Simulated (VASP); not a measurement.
# Ag (Pm-3m) in VASP: a series of runs

Runs on Ag. Level: PBE. Tasks: single point, relaxation of cell and atoms.

Program: VASP 6.6.1. These are calculated values, not measurements. Logs are shortened: lines on timing, memory, paths and dates and some standing lists are left out, and cuts for length are marked.

## 1. The cell of the first run

Symmetry: Pm-3m, No. 221, cubic system. The conventional cell has a = 2.777 Å, b = 2.777 Å, c = 2.777 Å, α = 90.00°, β = 90.00°, γ = 90.00°. Ag (site symmetry m-3m) has 6 Ag at 2.78 Å within 3.7 Å.

## 2. Single point, PBE

Contents of INCAR:

```
PREC = Accurate
ENCUT = 520
EDIFF = 1E-7
ISMEAR = -1
SIGMA = 0.05
LREAL = F
LASPH = T
NELM = 80
ALGO = Normal
ISIF = 2
LWAVE = F
LCHARG = T
GGA = PE
LELF = T
LVHAR = T
NBANDS = 12
```

Contents of KPOINTS:

```
regular mesh
0
Gamma
  14 14 14
```

Contents of POSCAR:

```
Ag
1.0
    2.7771890874      0.0000000000      0.0000000000
    0.0000000000      2.7771890874      0.0000000000
    0.0000000000      0.0000000000      2.7771890874
Ag
1
Direct
    0.0000000000      0.0000000000      0.0000000000
```

Potentials or basis: VASP PAW PBE potentials, release 64 (Ag).

Run with:

```sh
cat potpaw_PBE.64/Ag/POTCAR > POTCAR
mpirun -np 1 vasp_std > vasp.out
```

OUTCAR:

```text
PREC = Accurate
   ENCUT = 520
   EDIFF = 1E-7
   ISMEAR = -1
   LREAL = F
   LASPH = T
   NELM = 80
   ISIF = 2
   GGA = PE

 ion  position               nearest neighbor table
   1  0.000  0.000  0.000-

  LATTYP: Found a simple cubic cell.
 ALAT       =     2.7771890874

  Lattice vectors:

 A1 = (   2.7771890874,   0.0000000000,   0.0000000000)
 A2 = (   0.0000000000,   2.7771890874,   0.0000000000)
 A3 = (   0.0000000000,   0.0000000000,   2.7771890874)

Analysis of symmetry for initial positions (statically):
=====================================================================
 Subroutine PRICEL returns:
 Original cell was already a primitive cell.

 Routine SETGRP: Setting up the symmetry group for a
 simple cubic supercell.

 Subroutine GETGRP returns: Found 48 space group operations
 (whereof 48 operations were pure point group operations)
 out of a pool of 48 trial point group operations.

The static configuration has the point symmetry O_h .

Analysis of symmetry for dynamics (positions and initial velocities):
=====================================================================
 Subroutine PRICEL returns:
 Original cell was already a primitive cell.

 Routine SETGRP: Setting up the symmetry group for a
 simple cubic supercell.

 Subroutine GETGRP returns: Found 48 space group operations
 (whereof 48 operations were pure point group operations)
 out of a pool of 48 trial point group operations.

The dynamic configuration has the point symmetry O_h .

 Subroutine INISYM returns: Found 48 space group operations
 (whereof 48 operations are pure point group operations),
 and found     1 'primitive' translations

----------------------------------------------------------------------------------------

                                     Primitive cell

  volume of cell :      21.4198

  direct lattice vectors                    reciprocal lattice vectors
     2.777189087  0.000000000  0.000000000     0.360076310  0.000000000  0.000000000
     0.000000000  2.777189087  0.000000000     0.000000000  0.360076310  0.000000000
     0.000000000  0.000000000  2.777189087     0.000000000  0.000000000  0.360076310

  length of vectors
     2.777189087  2.777189087  2.777189087     0.360076310  0.360076310  0.360076310

[... 77 lines left out ...]
   NELM   =     80;   NELMIN=  2; NELMDL= -5     # of ELM steps
   EDIFF  = 0.1E-06   stopping-criterion for ELM
   LREAL  =      F    real-space projection
   EDIFFG = 0.1E-05   stopping-criterion for IOM
   NSW    =      0    number of steps for IOM
   IBRION =     -1    ionic relax: 0-MD 1-quasi-New 2-CG
   NFREE  =      0    steps in history (QN), initial steepest desc. (CG)
   ISIF   =      2    stress and relaxation
   ISYM   =      2    0-nonsym 1-usesym 2-fastsym
   POTIM  = 0.5000    time-step for ionic-motion
   TEBEG  =    0.0;   TEEND  =   0.0 temperature during run
   PSTRESS=    0.0 pullay stress
   NELECT =      11.0000    total number of electrons
   NUPDOWN=      -1.0000    fix difference up-down
   EMIN   =  10.00;   EMAX   =-10.00  energy-range for DOS
   EFERMI =   0.00;   METHOD = LEGACY
   ISMEAR =    -1;   SIGMA  =   0.05  broadening in eV -4-tet -1-fermi 0-gaus
   EFERMI_NEDOS =   21; number of points for ismear=-14 and -15
   IALGO  =     38    algorithm
   IMIX   =      4    mixing-type and parameters
     AMIX     =   0.40;   BMIX     =  1.00
     AMIX_MAG =   1.60;   BMIX_MAG =  1.00
  volume/ion in A,a.u.               =      21.42       144.55
  Fermi-wavevector in a.u.,A,eV,Ry     =   1.310993  2.477417 23.384359  1.718702
  Thomas-Fermi vector in A             =   2.441485
   LORBIT       =      0    0 simple, 1 ext, 2 COOP (PROOUT), +10 PAW based schemes
   GGA     = PE    functional components
   LHFCALC =     F    Hartree Fock is set to
   AEXX    =    0.0000 exact exchange contribution
   IVDW    =     0    specifies the selected vdW correction
   LEPSILON=     F    determine dielectric tensor
   LRPA    =     F    only Hartree local field effects (RPA)
 non-spin polarized calculation
  energy-cutoff  :      520.00
  volume of cell :       21.42
 maximum number of plane-waves:       591
 NGX is ok and might be reduce to    24
   NGX = 11   NGY = 11   NGZ = 11

 number of electron      11.0000001 magnetization

 Free energy of the ion-electron system (eV)
  ---------------------------------------------------
  ext. energy  EPLUGINS =         0.00000000
  ---------------------------------------------------
  free energy    TOTEN  =        -2.38503997 eV

  energy without entropy =       -2.38266907  energy(sigma->0) =       -2.38385452

 E-fermi :   5.6148     XC(G=0): -10.8111

 val. band max:        5.5816719773   @ k =   0.4286   0.2143   0.0714
 cond. band min:       5.6190304890   @ k =   0.5000   0.0714   0.0714
 fundamental gap:      0.0373585117
 Fermi energy:         5.6148269805

 k-point     1 :       0.0000    0.0000    0.0000
  band No.  band energies     occupation
      1      -0.5915      2.00000
      2       0.0356      2.00000
      3       0.0356      2.00000
      4       2.7891      2.00000
      5       2.7891      2.00000
      6       2.7891      2.00000
      7      19.2820      0.00000
      8      19.2820      0.00000
      9      19.2820      0.00000
     10      24.2042      0.00000
     11      24.2042      0.00000
     12      24.5908      0.00000
[... 331 lines left out ...]
 k-point    24 :       0.3571    0.2143    0.0000
  band No.  band energies     occupation
      1       0.4529      2.00000
      2       1.0688      2.00000
      3       1.4710      2.00000
      4       2.1117      2.00000
      5       2.5185      2.00000
      6       4.0811      2.00000
      7      10.7696      0.00000
      8      16.8715      0.00000
      9      22.1196      0.00000
     10      24.1954      0.00000
     11      24.3842      0.00000
     12      29.3188      0.00000

 [... further k-points ...]
[... 5 lines left out ...]
  --------------------------------------------------------------------------------------
  -------------------------------------------------------------------------------------
  Total       -0.2496707     -0.2496707     -0.2496707     -0.0000000     -0.0000000      0.0000000
  in kB      -18.6750522    -18.6750522    -18.6750522     -0.0000000     -0.0000000      0.0000000
  external PRESSURE =     -18.6750522 kB  Pullay stress =       0.0000000 kB

 VOLUME and BASIS-vectors are now :
 -----------------------------------------------------------------------------
  energy-cutoff  :      520.00
  volume of cell :       21.42
      direct lattice vectors                 reciprocal lattice vectors
     2.777189087  0.000000000  0.000000000     0.360076310  0.000000000  0.000000000
     0.000000000  2.777189087  0.000000000     0.000000000  0.360076310  0.000000000
     0.000000000  0.000000000  2.777189087     0.000000000  0.000000000  0.360076310

 POSITION                                       TOTAL-FORCE (eV/Angst)
 -----------------------------------------------------------------------------------
      0.00000      0.00000      0.00000         0.000000      0.000000      0.000000
 -----------------------------------------------------------------------------------
    total drift:                                0.000000     -0.000000      0.000000

  FREE ENERGIE OF THE ION-ELECTRON SYSTEM (eV)
  ---------------------------------------------------
  free  energy   TOTEN  =        -2.3850399711 eV

  energy  without entropy=       -2.3826690686  energy(sigma->0) =       -2.38385452
```

OSZICAR:

```text
N       E                     dE             d eps       ncg     rms          rms(c)
DAV:   1     0.510170603883E+02    0.51017E+02   -0.53354E+03  2928   0.800E+02
DAV:   2    -0.179741122654E+01   -0.52814E+02   -0.49957E+02  3248   0.182E+02
DAV:   3    -0.256899336773E+01   -0.77158E+00   -0.77113E+00  3408   0.238E+01
DAV:   4    -0.257187070959E+01   -0.28773E-02   -0.28772E-02  3204   0.150E+00
DAV:   5    -0.257190081525E+01   -0.30106E-04   -0.30105E-04  3444   0.142E-01    0.354E+00
DAV:   6    -0.239170868863E+01    0.18019E+00   -0.76201E-01  3176   0.757E+00    0.245E+00
DAV:   7    -0.238705897471E+01    0.46497E-02   -0.47395E-03  3212   0.663E-01    0.143E+00
DAV:   8    -0.238502147002E+01    0.20375E-02   -0.84685E-04  3236   0.224E-01    0.494E-02
DAV:   9    -0.238503392240E+01   -0.12452E-04   -0.11334E-05  3196   0.246E-02    0.137E-02
DAV:  10    -0.238504025108E+01   -0.63287E-05   -0.53836E-06  3308   0.202E-02    0.235E-03
DAV:  11    -0.238504001124E+01    0.23983E-06   -0.11473E-07  2396   0.282E-03    0.663E-04
DAV:  12    -0.238503997106E+01    0.40189E-07   -0.14694E-08  1724   0.899E-04
   1 F= -.23850400E+01 E0= -.23838545E+01  d E =-.237090E-02
```

stdout:

```text
POSCAR found type information on POSCAR Ag
 POSCAR found :  1 types and       1 ions
 scaLAPACK will be used
 LDA part: xc-table for (Slater+PW92), standard interpolation
 POSCAR, INCAR and KPOINTS ok, starting setup
 FFT: planning ... GRIDC
 FFT: planning ... GRID_SOFT
 FFT: planning ... GRID
 WAVECAR not read
 entering main loop
```

Wall time 16 s (1 thread of Intel Xeon Platinum 8488C (Sapphire Rapids), shared host); peak memory 0.15 GiB.

What came out:

* Free energy: -2.3850 eV
* Pressure: -1.9 GPa

## 3. Single point, PBE

Contents of INCAR:

```
SYSTEM = Ag
  PREC = Accurate
  ENCUT = 520
  EDIFF = 1E-6
  ISMEAR = -1
  SIGMA = 0.05
  LREAL = .FALSE.
  LASPH = .TRUE.
  NELM = 60
  ALGO = Normal
  ISIF = 2
  LWAVE = .FALSE.
  LCHARG = .TRUE.
  GGA = PE
  LELF = .TRUE.
  LVHAR = .TRUE.
  NBANDS = 12
```

Contents of KPOINTS:

```
regular mesh
0
G
  14 14 14
  0 0 0
```

POSCAR is that of step 2.

Potentials or basis: VASP PAW PBE potentials, release 64 (Ag).

Run with:

```sh
cat potpaw_PBE.64/Ag/POTCAR > POTCAR
mpirun -np 1 vasp_std > vasp.out
```

OUTCAR:

```text
SYSTEM = Ag
   PREC = Accurate
   ENCUT = 520
   EDIFF = 1E-6
   ISMEAR = -1
   LREAL = .FALSE.
   LASPH = .TRUE.
   NELM = 60
   ISIF = 2
   GGA = PE

 ion  position               nearest neighbor table
   1  0.000  0.000  0.000-

  LATTYP: Found a simple cubic cell.
 ALAT       =     2.7771890874

  Lattice vectors:

 A1 = (   2.7771890874,   0.0000000000,   0.0000000000)
 A2 = (   0.0000000000,   2.7771890874,   0.0000000000)
 A3 = (   0.0000000000,   0.0000000000,   2.7771890874)

[... 529 lines left out ...]
      4       2.1117      2.00000
      5       2.5185      2.00000
      6       4.0812      2.00000
      7      10.7696      0.00000
      8      16.8715      0.00000
      9      22.1197      0.00000
     10      24.1954      0.00000
     11      24.3842      0.00000
     12      29.3188      0.00000

 [... further k-points ...]
[... 5 lines left out ...]
  --------------------------------------------------------------------------------------
  -------------------------------------------------------------------------------------
  Total       -0.2502876     -0.2502876     -0.2502876      0.0000000      0.0000000     -0.0000000
  in kB      -18.7211973    -18.7211973    -18.7211973      0.0000000      0.0000000     -0.0000000
  external PRESSURE =     -18.7211973 kB  Pullay stress =       0.0000000 kB

 VOLUME and BASIS-vectors are now :
 -----------------------------------------------------------------------------
  energy-cutoff  :      520.00
  volume of cell :       21.42
      direct lattice vectors                 reciprocal lattice vectors
     2.777189087  0.000000000  0.000000000     0.360076310  0.000000000  0.000000000
     0.000000000  2.777189087  0.000000000     0.000000000  0.360076310  0.000000000
     0.000000000  0.000000000  2.777189087     0.000000000  0.000000000  0.360076310

 POSITION                                       TOTAL-FORCE (eV/Angst)
 -----------------------------------------------------------------------------------
      0.00000      0.00000      0.00000         0.000000      0.000000      0.000000
 -----------------------------------------------------------------------------------
    total drift:                                0.000000      0.000000      0.000000

  FREE ENERGIE OF THE ION-ELECTRON SYSTEM (eV)
  ---------------------------------------------------
  free  energy   TOTEN  =        -2.3850400105 eV

  energy  without entropy=       -2.3826690738  energy(sigma->0) =       -2.38385454
```

OSZICAR:

```text
N       E                     dE             d eps       ncg     rms          rms(c)
DAV:   1     0.510170603883E+02    0.51017E+02   -0.53354E+03  2928   0.800E+02
DAV:   2    -0.179741122654E+01   -0.52814E+02   -0.49957E+02  3248   0.182E+02
DAV:   3    -0.256899336773E+01   -0.77158E+00   -0.77113E+00  3408   0.238E+01
DAV:   4    -0.257187070959E+01   -0.28773E-02   -0.28772E-02  3204   0.150E+00
DAV:   5    -0.257190081525E+01   -0.30106E-04   -0.30105E-04  3444   0.142E-01    0.354E+00
DAV:   6    -0.239170868863E+01    0.18019E+00   -0.76201E-01  3176   0.757E+00    0.245E+00
DAV:   7    -0.238705897471E+01    0.46497E-02   -0.47395E-03  3212   0.663E-01    0.143E+00
DAV:   8    -0.238502147002E+01    0.20375E-02   -0.84685E-04  3236   0.224E-01    0.494E-02
DAV:   9    -0.238503392240E+01   -0.12452E-04   -0.11334E-05  3196   0.246E-02    0.137E-02
DAV:  10    -0.238504025108E+01   -0.63287E-05   -0.53836E-06  3308   0.202E-02    0.235E-03
DAV:  11    -0.238504001051E+01    0.24057E-06   -0.11082E-07  1716   0.282E-03
   1 F= -.23850400E+01 E0= -.23838545E+01  d E =-.237094E-02
```

Run time: 17 s. Hardware: 1 thread of Intel Xeon Platinum 8488C (Sapphire Rapids), shared host; peak memory 0.15 GiB.

What came out:

| Item | Value |
| --- | --- |
| Free energy | -2.3850 eV |
| Pressure | -1.9 GPa |

Levels at points of the mesh, in eV from the Fermi level:
| k point | band 2 | band 3 | band 4 | band 5 | band 6 | band 7 | band 8 | band 9 |
| --- | --- | --- | --- | --- | --- | --- | --- | --- |
| (0.00, 0.00, 0.00) | -5.58 | -5.58 | -2.83 | -2.83 | -2.83 | 13.67 | 13.67 | 13.67 |
| (0.50, 0.00, 0.00) | -5.02 | -3.71 | -3.71 | -2.75 | -0.42 | 1.50 | 16.83 | 18.52 |
| (0.50, 0.50, 0.00) | -4.86 | -3.56 | -3.56 | -2.11 | 3.79 | 3.79 | 7.03 | 9.28 |
| (0.50, 0.50, 0.50) | -5.06 | -5.06 | -2.06 | -2.06 | 8.23 | 8.23 | 8.23 | 10.14 |

(Part 1 of 2 ends here.)
